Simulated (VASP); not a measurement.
# MoS2 in VASP: notebook, part 2 of 2

VASP 6.6.1.

### Step 3. Single point, LDA (50.73 Å³/atom)

This run uses another cell than the first one.

Contents of INCAR:

```
SYSTEM = MoS2
  PREC = Accurate
  ENCUT = 520
  EDIFF = 1E-7
  ISMEAR = -1
  SIGMA = 0.05
  LREAL = .False.
  LASPH = .True.
  NELM = 100
  ALGO = Normal
  ISIF = 2
  LWAVE = .False.
  LCHARG = .False.
  GGA = CA
  NBANDS = 20
```

Contents of KPOINTS:

```
regular mesh
0
Gamma
  10 10 2
  0 0 0
```

Contents of POSCAR:

```
MoS2
1.0
    3.1841260822      0.0000000000      0.0000000000
   -1.5920630411      2.7575340760      0.0000000000
    0.0000000000      0.0000000000     17.3345999500
Mo S
1 2
Direct
    0.0000000000      0.0000000000      0.0000000000
    0.3333333333      0.6666666667      0.9105070200
    0.3333333333      0.6666666667      0.0894929800
```

Potentials or basis: VASP PAW LDA potentials, release 64 (Mo_sv, S).

Command:

```console
$ cat potpaw_LDA.64/Mo_sv/POTCAR potpaw_LDA.64/S/POTCAR > POTCAR
$ mpirun -np 1 vasp_std > vasp.out
```

OUTCAR:

```text
SYSTEM = MoS2
   PREC = Accurate
   ENCUT = 520
   EDIFF = 1E-7
   ISMEAR = -1
   LREAL = .False.
   LASPH = .True.
   NELM = 100
   ISIF = 2
   GGA = CA

 ion  position               nearest neighbor table
   1  0.000  0.000  0.000-   2 2.41   3 2.41   2 2.41   3 2.41   2 2.41   3 2.41
   2  0.333  0.667  0.911-   1 2.41   1 2.41   1 2.41
   3  0.333  0.667  0.089-   1 2.41   1 2.41   1 2.41

  LATTYP: Found a hexagonal cell.
 ALAT       =     3.1841260822
 C/A-ratio  =     5.4440683260

  Lattice vectors:
[... 743 lines left out ...]

  FORCE on cell =-STRESS in cart. coord.  units (eV):
  Direction    XX          YY          ZZ          XY          YZ          ZX
  --------------------------------------------------------------------------------------
  -------------------------------------------------------------------------------------
  Total       -2.2450503     -2.2450503     -1.1966447      0.0000000     -0.0000000     -0.0000000
  in kB      -23.6326098    -23.6326098    -12.5965271      0.0000000     -0.0000000     -0.0000000
  external PRESSURE =     -19.9539156 kB  Pullay stress =       0.0000000 kB

 VOLUME and BASIS-vectors are now :
 -----------------------------------------------------------------------------
  energy-cutoff  :      520.00
  volume of cell :      152.20
      direct lattice vectors                 reciprocal lattice vectors
     3.184126082  0.000000000  0.000000000     0.314057915  0.181321422  0.000000000
    -1.592063041  2.757534076  0.000000000     0.000000000  0.362642844  0.000000000
     0.000000000  0.000000000 17.334599950     0.000000000  0.000000000  0.057688092

 POSITION                                       TOTAL-FORCE (eV/Angst)
 -----------------------------------------------------------------------------------
      0.00000      0.00000      0.00000        -0.000000      0.000000      0.000000
     -0.00000      1.83836     15.78327         0.000000      0.000000      0.377578
     -0.00000      1.83836      1.55133        -0.000000     -0.000000     -0.377578
 -----------------------------------------------------------------------------------
    total drift:                                0.000000     -0.000000     -0.000000

  FREE ENERGIE OF THE ION-ELECTRON SYSTEM (eV)
  ---------------------------------------------------
  free  energy   TOTEN  =       -24.3228468112 eV

  energy  without entropy=      -24.3228468072  energy(sigma->0) =      -24.32284681
```

OSZICAR:

```text
N       E                     dE             d eps       ncg     rms          rms(c)
DAV:   1     0.157620525653E+03    0.15762E+03   -0.12276E+04  1440   0.108E+03
DAV:   2    -0.152646071247E+02   -0.17289E+03   -0.16917E+03  1464   0.258E+02
DAV:   3    -0.256655132737E+02   -0.10401E+02   -0.10288E+02  1432   0.551E+01
[... 14 lines left out ...]
DAV:  18    -0.243228179815E+02   -0.25858E-04   -0.78193E-07  1252   0.359E-03    0.108E-03
DAV:  19    -0.243228378948E+02   -0.19913E-04   -0.97043E-07  1168   0.256E-03    0.102E-03
DAV:  20    -0.243228444762E+02   -0.65814E-05   -0.32351E-07  1216   0.130E-03    0.244E-04
DAV:  21    -0.243228464565E+02   -0.19803E-05   -0.10338E-07  1108   0.903E-04    0.197E-04
DAV:  22    -0.243228467772E+02   -0.32072E-06   -0.12065E-08  1028   0.339E-04    0.524E-05
DAV:  23    -0.243228468112E+02   -0.34006E-07   -0.55613E-10   820   0.972E-05
   1 F= -.24322847E+02 E0= -.24322847E+02  d E =-.400457E-08
```

stdout:

```text
POSCAR found type information on POSCAR MoS
 POSCAR found :  2 types and       3 ions
 scaLAPACK will be used
 LDA part: xc-table for (Slater(with rela. corr.)+CA(PZ))
 , standard interpolation
 POSCAR, INCAR and KPOINTS ok, starting setup
 FFT: planning ... GRIDC
 FFT: planning ... GRID_SOFT
 FFT: planning ... GRID
 WAVECAR not read
 entering main loop
```

It took 2.7 min on 1 thread of Intel Xeon 8259CL, shared host; peak memory 0.26 GiB.

What came out:

```yaml
Free_energy: -24.3228 eV
Largest_force: 0.378 eV/Å
Band_gap_on_the_k_mesh: 1.74 eV (least direct gap 1.93 eV)
```

Forces on the atoms (eV/Å):
```
Mo   0.000  0.000  0.000
S    0.000  0.000  0.378
S    0.000  0.000 -0.378
```

### Step 4. Single point, LDA (51.75 Å³/atom)

This run uses another cell than the first one.

Contents of INCAR:

```
  ALGO = Normal
  EDIFF = 1E-6
  ENCUT = 520
  GGA = CA
  ISIF = 2
  ISMEAR = -1
  LASPH = T
  LCHARG = F
  LREAL = F
  LWAVE = F
  NBANDS = 20
  NELM = 100
  PREC = Accurate
  SIGMA = 0.05
```

Contents of KPOINTS:

```
k-points
0
Gamma
  10 10 2
```

Contents of POSCAR:

```
MoS2
1.0
    3.2052136244      0.0000000000      0.0000000000
   -1.6026068122      2.7757964233      0.0000000000
    0.0000000000      0.0000000000     17.4494019708
Mo S
1 2
Direct
    0.0000000000      0.0000000000      0.0000000000
    0.3333333333      0.6666666667      0.9105070200
    0.3333333333      0.6666666667      0.0894929800
```

Command:

```console
$ cat potpaw_LDA.64/Mo_sv/POTCAR potpaw_LDA.64/S/POTCAR > POTCAR
$ mpirun -np 1 vasp_std > vasp.out
```

Run time: 2.6 min. Hardware: 1 thread of Intel Xeon 8259CL, shared host; peak memory 0.26 GiB.

It converged, with:

- Free energy: -24.2766 eV
- Largest force: 0.687 eV/Å
- Band gap on the k mesh: 1.69 eV (least direct gap 1.88 eV)

Forces on the atoms (eV/Å):
```
Mo   0.000  0.000  0.000
S    0.000  0.000  0.687
S    0.000  0.000 -0.687
```

Levels at points of the mesh, in eV from the valence-band top:
| k point | band 10 | band 11 | band 12 | band 13 | band 14 | band 15 | band 16 | band 17 |
| --- | --- | --- | --- | --- | --- | --- | --- | --- |
| (0.00, 0.00, 0.00) | -1.75 | -1.55 | -1.55 | 0.00 | 2.67 | 2.67 | 2.93 | 2.93 |
| (0.50, 0.00, 0.00) | -3.17 | -1.83 | -1.02 | -0.65 | 2.12 | 2.63 | 3.75 | 4.21 |
| (0.00, 0.00, 0.50) | -1.75 | -1.55 | -1.55 | 0.00 | 2.67 | 2.67 | 2.93 | 2.93 |
| (0.50, 0.00, 0.50) | -3.17 | -1.83 | -1.02 | -0.65 | 2.12 | 2.63 | 3.75 | 4.21 |

### Step 5. The runs side by side

| cell | gap on the mesh (eV) | largest force (eV/Å) |
| --- | --- | --- |
| a = 3.163, b = 3.163, c = 17.218 Å, angles 90.0, 90.0, 120.0°, 3 atoms | 1.80 | 0.04 |
| a = 3.184, b = 3.184, c = 17.335 Å, angles 90.0, 90.0, 120.0°, 3 atoms | 1.74 | 0.38 |
| a = 3.205, b = 3.205, c = 17.449 Å, angles 90.0, 90.0, 120.0°, 3 atoms | 1.69 | 0.69 |

Alike in all rows: task single point; level LDA; potentials or basis VASP PAW LDA potentials, release 64 (Mo_sv, S); no spin polarisation; k mesh 10 × 10 × 2; cutoff (eV) 520; smearing fermi-dirac 0.05 eV.

Absolute energies hang on the potentials; compare differences alone.
